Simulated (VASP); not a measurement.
# BaTiO3 (P4mm) in VASP: notebook, part 2 of 2

VASP 6.6.1.

**4. Relaxation of shape and atoms at fixed volume, PBE (14.15 Å³/atom)**

This run uses another cell than the first one, of 14.15 Å³/atom.

INCAR

```
ALGO     = Normal         # electronic algorithm
EDIFF    = 1E-7           # SCF threshold, eV
EDIFFG   = -0.01          # ionic threshold
ENCUT    = 600            # plane-wave cutoff, eV
GGA      = PE             # functional
IBRION   = 2              # ionic algorithm
ISIF     = 4              # what is computed and relaxed
ISMEAR   = 0              # smearing method
LASPH    = True           # aspherical terms in the spheres
LCHARG   = False          # write CHGCAR
LREAL    = False          # projectors in reciprocal space
LWAVE    = False          # write WAVECAR
NELM     = 100            # most SCF steps
NSW      = 50             # ionic steps
PREC     = Accurate       # precision mode
SIGMA    = 0.02           # smearing width, eV
```

KPOINTS

```
k-points
0
Gamma
  8 8 8
```

POSCAR

```
BaTiO3
1.0
    4.0227470633      0.0000000000      0.0000000000
    0.0000000000      4.0227470633      0.0000000000
    0.0000000000      0.0000000000      4.3717133517
Ba Ti O
1 1 3
Direct
    0.0000000000      0.0000000000     -0.0203583849
    0.5000000000      0.5000000000      0.4656031492
    0.5000000000      0.5000000000      0.0509583074
    0.5000000000      0.0000000000      0.5233984642
    0.0000000000      0.5000000000      0.5233984642
```

Potentials or basis: VASP PAW PBE potentials, release 64 (Ba_sv, Ti_sv, O).

Launch:

```sh
> cat potpaw_PBE.64/Ba_sv/POTCAR potpaw_PBE.64/Ti_sv/POTCAR potpaw_PBE.64/O/POTCAR > POTCAR
> mpirun -np 1 vasp_std > vasp.out
```

OUTCAR:

```text
EDIFF = 1E-7
   EDIFFG = -0.01
   ENCUT = 600
   GGA = PE
   IBRION = 2
   ISIF = 4
   ISMEAR = 0
   LASPH = True
   LREAL = False
   NELM = 100
   NSW = 50
   PREC = Accurate

 ion  position               nearest neighbor table
   1  0.000  0.000  0.980-   4 2.83   5 2.83   5 2.83   4 2.83   3 2.86   3 2.86   3 2.86   3 2.86
                             4 3.11   5 3.11   5 3.11   4 3.11   2 3.55   2 3.55   2 3.55   2 3.55
   2  0.500  0.500  0.466-   3 1.81   4 2.03   5 2.03   4 2.03   5 2.03   1 3.55   1 3.55   1 3.55
                             1 3.55   1 3.63   1 3.63   1 3.63   1 3.63
   3  0.500  0.500  0.051-   2 1.81   1 2.86   1 2.86   1 2.86   1 2.86
   4  0.500  0.000  0.523-   2 2.03   2 2.03   1 2.83   1 2.83   1 3.11   1 3.11
   5  0.000  0.500  0.523-   2 2.03   2 2.03   1 2.83   1 2.83   1 3.11   1 3.11

  LATTYP: Found a simple tetragonal cell.
 ALAT       =     4.0227470633
 C/A-ratio  =     1.0867482551

  Lattice vectors:

 A1 = (   4.0227470633,   0.0000000000,   0.0000000000)
 A2 = (   0.0000000000,   4.0227470633,   0.0000000000)
 A3 = (   0.0000000000,   0.0000000000,   4.3717133517)

Analysis of symmetry for initial positions (statically):
=====================================================================
 Subroutine PRICEL returns:
 Original cell was already a primitive cell.

 Routine SETGRP: Setting up the symmetry group for a
[... 284 lines left out ...]
  FREE ENERGIE OF THE ION-ELECTRON SYSTEM (eV)
  ---------------------------------------------------
  free  energy   TOTEN  =       -40.0176029025 eV

  energy  without entropy=      -40.0176029025  energy(sigma->0) =      -40.01760290

[... ionic steps 4 to 9 ...]

--------------------------------------- Ionic step       10  -------------------------------------------

 number of electron      39.9999990 magnetization

------------------------ aborting loop because EDIFF is reached ----------------------------------------
[... 73 lines left out ...]
--------------------------------------- Ionic step       12  -------------------------------------------

 number of electron      39.9999991 magnetization

 Free energy of the ion-electron system (eV)
  ---------------------------------------------------
  ext. energy  EPLUGINS =         0.00000000
  ---------------------------------------------------
  free energy    TOTEN  =       -40.02292890 eV

  energy without entropy =      -40.02292890  energy(sigma->0) =      -40.02292890

 E-fermi :   3.5936     XC(G=0): -10.6922

 val. band max:        3.4905740684   @ k =   0.5000   0.5000   0.5000
 cond. band min:       5.2574032816   @ k =   0.0000   0.0000   0.0000
 fundamental gap:      1.7668292131
 Fermi energy:         3.5935866831

 k-point     1 :       0.0000    0.0000    0.0000
  band No.  band energies     occupation
      1     -53.2954      2.00000
      2     -29.6849      2.00000
      3     -29.4729      2.00000
      4     -29.4729      2.00000
      5     -22.0859      2.00000
      6     -13.5702      2.00000
[... 637 lines left out ...]
     23       6.8804      0.00000
     24       7.7458      0.00000

 [... further k-points ...]
[... 5 lines left out ...]
  --------------------------------------------------------------------------------------
  -------------------------------------------------------------------------------------
  Total       -1.3036854     -1.3036854     -1.2860233      0.0000000      0.0000000      0.0000000
  in kB      -29.5247509    -29.5247509    -29.1247557      0.0000000      0.0000000      0.0000000
  external PRESSURE =     -29.3914192 kB  Pullay stress =       0.0000000 kB
[... 20 lines left out ...]
  FREE ENERGIE OF THE ION-ELECTRON SYSTEM (eV)
  ---------------------------------------------------
  free  energy   TOTEN  =       -40.0229288993 eV

  energy  without entropy=      -40.0229288993  energy(sigma->0) =      -40.02292890

 reached required accuracy - stopping structural energy minimisation
```

Wall time 18 min (1 thread of Oxide Virtual Turin-like, shared host); peak memory 0.28 GiB.

What came out:

```yaml
Free_energy: -40.0229 eV
Energy_gained_by_relaxing: 1.7 meV/atom
Ionic_steps: 12
Pressure_after_relaxing: -2.9 GPa
Band_gap_on_the_k_mesh: 1.77 eV (least direct gap 2.45 eV)
```

Forces on the atoms (eV/Å):
```
Ba   0.000  0.000  0.003
Ti   0.000  0.000  0.000
O    0.000  0.000 -0.002
O    0.000  0.000 -0.001
O    0.000  0.000 -0.001
```

The path:
```tsv
step	energy change (eV)	largest force (eV/Å)	pressure (GPa)	volume (Å³)
1	0.0000	0.3149	-4.72	70.75
2	-0.0028	0.1552	-3.96	70.75
3	-0.0030	0.0756	-4.12	70.75
4	-0.0053	0.0289	-3.87	70.75
5	-0.0066	0.0630	-3.46	70.75
6	-0.0073	0.0493	-3.37	70.75
7	-0.0076	0.0620	-3.26	70.75
8	-0.0076	0.0649	-3.24	70.75
9	-0.0080	0.0616	-3.07	70.75
10	-0.0081	0.0924	-2.98	70.75
11	-0.0082	0.0579	-2.96	70.75
12	-0.0084	0.0029	-2.94	70.75
```

Final structure:
```
Ba Ti O
1.0
     3.98723    0.00000    0.00000
     0.00000    3.98723    0.00000
     0.00000    0.00000    4.44994
Ba Ti O
1 1 3
Direct
  0.00000 0.00000 0.97362
  0.50000 0.50000 0.46159
  0.50000 0.50000 0.05876
  0.50000 0.00000 0.52451
  0.00000 0.50000 0.52451
```

Levels at points of the mesh, in eV from the valence-band top:
```
           k point  band 17  band 18  band 19  band 20  band 21  band 22  band 23  band 24
(0.00, 0.00, 0.00)    -1.52    -1.51    -0.69    -0.69     1.77     2.71     2.71     3.82
(0.50, 0.00, 0.00)    -2.05    -1.99    -1.82    -1.75     2.71     3.25     3.38     3.93
(0.50, 0.50, 0.00)    -2.35    -1.25    -1.25    -0.04     3.42     3.44     3.44     3.78
(0.00, 0.00, 0.50)    -2.21    -2.01    -0.76    -0.76     1.85     3.29     3.29     3.93
(0.50, 0.00, 0.50)    -2.01    -1.46    -1.28    -0.83     3.30     3.33     3.39     4.59
(0.50, 0.50, 0.50)    -2.81    -0.83    -0.83     0.00     3.64     3.64     3.84     5.25
```

Caveat: spin-orbit coupling is left out, which moves the levels of the heavy elements.

**5. Relaxation of shape and atoms at fixed volume, PBE (14.68 Å³/atom)**

This run uses another cell than the first one, of 14.68 Å³/atom.

INCAR

```
SYSTEM = BaTiO3
ALGO = Normal
EDIFF = 1E-6
EDIFFG = -0.01
ENCUT = 600
GGA = PE
IBRION = 2
ISIF = 4
ISMEAR = 0
LASPH = .True.
LCHARG = .False.
LREAL = .False.
LWAVE = .False.
NELM = 100
NSW = 50
PREC = Accurate
SIGMA = 0.02
```

KPOINTS

```
k-points
0
Gamma
  8 8 8
  0 0 0
```

POSCAR

```
BaTiO3
1.0
    4.0177686165      0.0000000000      0.0000000000
    0.0000000000      4.0177686165      0.0000000000
    0.0000000000      0.0000000000      4.5479335089
Ba Ti O
1 1 3
Direct
    0.0000000000      0.0000000000     -0.0349314380
    0.5000000000      0.5000000000      0.4595549308
    0.5000000000      0.5000000000      0.0624372024
    0.5000000000      0.0000000000      0.5279696525
    0.0000000000      0.5000000000      0.5279696525
```

Potentials or basis: VASP PAW PBE potentials, release 64 (Ba_sv, Ti_sv, O).

Launch:

```sh
> cat potpaw_PBE.64/Ba_sv/POTCAR potpaw_PBE.64/Ti_sv/POTCAR potpaw_PBE.64/O/POTCAR > POTCAR
> mpirun -np 1 vasp_std > vasp.out
```

OUTCAR:

```text
SYSTEM = BaTiO3
   EDIFF = 1E-6
   EDIFFG = -0.01
   ENCUT = 600
   GGA = PE
   IBRION = 2
   ISIF = 4
   ISMEAR = 0
   LASPH = .True.
   LREAL = .False.
   NELM = 100
   NSW = 50
   PREC = Accurate

 ion  position               nearest neighbor table
   1  0.000  0.000  0.965-   4 2.83   5 2.83   5 2.83   4 2.83   3 2.88   3 2.88   3 2.88   3 2.88
                             4 3.25   5 3.25   5 3.25   4 3.25   2 3.62   2 3.62   2 3.62   2 3.62
   2  0.500  0.500  0.460-   3 1.81   4 2.03   5 2.03   4 2.03   5 2.03   1 3.62   1 3.62   1 3.62
                             1 3.62   1 3.65   1 3.65   1 3.65   1 3.65
   3  0.500  0.500  0.062-   2 1.81   1 2.88   1 2.88   1 2.88   1 2.88
   4  0.500  0.000  0.528-   2 2.03   2 2.03   1 2.83   1 2.83   1 3.25   1 3.25
   5  0.000  0.500  0.528-   2 2.03   2 2.03   1 2.83   1 2.83   1 3.25   1 3.25

  LATTYP: Found a simple tetragonal cell.
 ALAT       =     4.0177686165
 C/A-ratio  =     1.1319550584

  Lattice vectors:

 A1 = (   4.0177686165,   0.0000000000,   0.0000000000)
 A2 = (   0.0000000000,   4.0177686165,   0.0000000000)
 A3 = (   0.0000000000,   0.0000000000,   4.5479335089)

Analysis of symmetry for initial positions (statically):
=====================================================================
 Subroutine PRICEL returns:
 Original cell was already a primitive cell.

 Routine SETGRP: Setting up the symmetry group for a
 simple tetragonal supercell.

[... 282 lines left out ...]
  FREE ENERGIE OF THE ION-ELECTRON SYSTEM (eV)
  ---------------------------------------------------
  free  energy   TOTEN  =       -39.9582167404 eV

  energy  without entropy=      -39.9582167404  energy(sigma->0) =      -39.95821674

[... ionic steps 4 to 9 ...]

--------------------------------------- Ionic step       10  -------------------------------------------

 number of electron      39.9999986 magnetization

------------------------ aborting loop because EDIFF is reached ----------------------------------------
[... 73 lines left out ...]
--------------------------------------- Ionic step       12  -------------------------------------------

 number of electron      39.9999982 magnetization

 Free energy of the ion-electron system (eV)
  ---------------------------------------------------
  ext. energy  EPLUGINS =         0.00000000
  ---------------------------------------------------
  free energy    TOTEN  =       -39.97199136 eV

  energy without entropy =      -39.97199136  energy(sigma->0) =      -39.97199136

 E-fermi :   3.4562     XC(G=0): -10.4669

 val. band max:        3.3457661516   @ k =   0.5000   0.5000   0.5000
 cond. band min:       5.1423447032   @ k =   0.0000   0.0000   0.0000
 fundamental gap:      1.7965785516
 Fermi energy:         3.4561607180

 k-point     1 :       0.0000    0.0000    0.0000
  band No.  band energies     occupation
      1     -53.4881      2.00000
      2     -29.9089      2.00000
      3     -29.6589      2.00000
      4     -29.6589      2.00000
      5     -22.4719      2.00000
      6     -13.7760      2.00000
[... 637 lines left out ...]
     23       6.6491      0.00000
     24       7.3830      0.00000

 [... further k-points ...]
[... 5 lines left out ...]
  --------------------------------------------------------------------------------------
  -------------------------------------------------------------------------------------
  Total       -1.7044661     -1.7044661     -1.6480336      0.0000000     -0.0000000      0.0000000
  in kB      -37.1976063    -37.1976063    -35.9660465      0.0000000     -0.0000000      0.0000000
  external PRESSURE =     -36.7870864 kB  Pullay stress =       0.0000000 kB
[... 20 lines left out ...]
  FREE ENERGIE OF THE ION-ELECTRON SYSTEM (eV)
  ---------------------------------------------------
  free  energy   TOTEN  =       -39.9719913649 eV

  energy  without entropy=      -39.9719913649  energy(sigma->0) =      -39.97199136

 reached required accuracy - stopping structural energy minimisation
```

Wall time 22 min (1 thread of Oxide Virtual Turin-like, shared host); peak memory 0.29 GiB.

Results:

```yaml
Free_energy: -39.9720 eV
Energy_gained_by_relaxing: 3.9 meV/atom
Ionic_steps: 12
Pressure_after_relaxing: -3.7 GPa
Largest_force_after_relaxing: 0.009 eV/Å
Band_gap_on_the_k_mesh: 1.80 eV (least direct gap 2.55 eV)
```

Forces on the atoms (eV/Å):
```
Ba   0.000  0.000  0.003
Ti   0.000  0.000  0.009
O    0.000  0.000  0.000
O    0.000  0.000 -0.006
O    0.000  0.000 -0.006
```

Stress tensor (GPa, compression positive):
```
-3.72  0.00  0.00
 0.00 -3.72  0.00
 0.00  0.00 -3.60
```

Step by step:
```
step  energy change (eV)  largest force (eV/Å)  pressure (GPa)  volume (Å³)
   1              0.0000                0.4615           -6.57        73.41
   2             -0.0042                0.3513           -5.44        73.41
   3             -0.0055                0.1254           -5.82        73.41
   4             -0.0100                0.0581           -5.48        73.41
   5             -0.0129                0.1076           -4.86        73.41
   6             -0.0150                0.0840           -4.68        73.41
   7             -0.0162                0.1210           -4.41        73.41
   8             -0.0174                0.2053           -3.95        73.41
   9             -0.0174                0.1899           -3.97        73.41
  10             -0.0183                0.1405           -3.90        73.41
  11             -0.0192                0.0295           -3.71        73.41
  12             -0.0193                0.0088           -3.68        73.41
```

Final structure:
```yaml
crystal:
  lattice:
    - [3.95656, 0.00000, 0.00000]
    - [0.00000, 3.95656, 0.00000]
    - [0.00000, 0.00000, 4.68973]
  atoms:
    - { symbol: Ba, position: [0.00000, 0.00000, 0.95181] }
    - { symbol: Ti, position: [0.50000, 0.50000, 0.45439] }
    - { symbol: O, position: [0.50000, 0.50000, 0.07422] }
    - { symbol: O, position: [0.50000, 0.00000, 0.53129] }
    - { symbol: O, position: [0.00000, 0.50000, 0.53129] }
```

Caveat: spin-orbit coupling is left out, which moves the levels of the heavy elements.

**6. Overview**

```tsv
task	level	cell	cutoff (eV)	gap on the mesh (eV)	pressure (GPa)	largest force (eV/Å)
single point	PBEsol	a = 3.985, b = 3.985, c = 4.202 Å, 5 atoms, atomic positions A	520	1.74	-4.3	0.05
relaxation of shape and atoms at fixed volume	PBE	relaxed from a = 3.932, b = 3.932, c = 4.058 Å, 5 atoms, atomic positions B	600	1.82	8.9	0.01
relaxation of shape and atoms at fixed volume	PBE	relaxed from a = 4.023, b = 4.023, c = 4.372 Å, 5 atoms, atomic positions C	600	1.77	-2.9	-
relaxation of shape and atoms at fixed volume	PBE	relaxed from a = 4.018, b = 4.018, c = 4.548 Å, 5 atoms, atomic positions D	600	1.80	-3.7	0.01
```

Alike in all rows: potentials or basis VASP PAW PBE potentials, release 64 (Ba_sv, Ti_sv, O); no spin polarisation; k mesh 8 × 8 × 8; smearing gaussian 0.02 eV.

Caveats: spin-orbit coupling is left out, which moves the levels of the heavy elements; the cell stands under tension (at least some runs); the PAW data sets were made with another functional, which shifts forces and pressure a little (at least some runs).

Absolute energies hang on the potentials; compare differences alone.
